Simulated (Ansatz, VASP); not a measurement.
**One calculation of SiC, two programs**

INCAR

```
  ALGO = Normal
  EDIFF = 1E-6
  ENCUT = 600
  GGA = PE
  GGA_COMPAT = F
  ISIF = 2
  ISMEAR = 0
  LASPH = T
  LCHARG = F
  LREAL = F
  LWAVE = F
  NBANDS = 16
  NELM = 120
  PREC = Accurate
  SIGMA = 0.02
```

KPOINTS

```
k-points
0
Gamma
  18 18 10
```

The input POSCAR:

```
SiC
1.0
    3.0760000000      0.0000000000      0.0000000000
   -1.5380000000      2.6638941420      0.0000000000
    0.0000000000      0.0000000000      5.0480000000
Si C
2 2
Direct
    0.3333333333      0.6666666667      0.0000000000
    0.6666666667      0.3333333333      0.5000000000
    0.3333333333      0.6666666667      0.3850000000
    0.6666666667      0.3333333333      0.8850000000
```

Input for Ansatz:

```yaml
crystal:
  lattice:
    - [3.076, 0.0, 0.0]
    - [-1.538, 2.663894142, 0.0]
    - [0.0, 0.0, 5.048]
  atoms:
    - { symbol: Si, position: [0.3333333333, 0.6666666667, 0.0] }
    - { symbol: Si, position: [0.6666666667, 0.3333333333, 0.5] }
    - { symbol: C, position: [0.3333333333, 0.6666666667, 0.385] }
    - { symbol: C, position: [0.6666666667, 0.3333333333, 0.885] }
basis:
  ecutwfc: 420
kpoints:
  mp_grid: { grid: [18, 18, 10] }
hamiltonian:
  xc: pbe
scf:
  occupations: { method: gaussian, width: 0.02 }
output:
  forces: true
  stress: true
  eigenvalues: true
```

Alike in both runs: task single point; functional PBE; k mesh 18 × 18 × 10; occupations gaussian, width 0.02 eV; no spin polarisation.

|  | VASP | Ansatz |
| --- | --- | --- |
| version | VASP 6.6.1 | Ansatz 0.2.0 |
| potentials or method | VASP PAW PBE potentials, release 64 (Si, C), cutoff 600 eV | scalar-relativistic, plane waves, PAW |
| valence electrons in the cell | 16 | 16 |

VASP gave:

| Item | Value |
| --- | --- |
| gap on the k mesh at the Fermi level (eV) | 2.32 |
| least direct gap on the mesh (eV) | 4.08 |
| pressure (GPa) | 3.5 |
| traceless stress, the component that is largest in VASP (GPa) | -3.22 |
| rms of the force components (eV/Å) | 0.435 |

What did Ansatz give for the same quantities?

gap on the k mesh at the Fermi level (eV): 2.33; least direct gap on the mesh (eV): 4.08; pressure (GPa): 3.7; traceless stress, the component that is largest in VASP (GPa): -3.24; rms of the force components (eV/Å): 0.435.

Atom by atom the forces differ by 0.000 eV/Å (rms over components). The functional is the same, so the differences come from potentials, cutoffs and numerics.
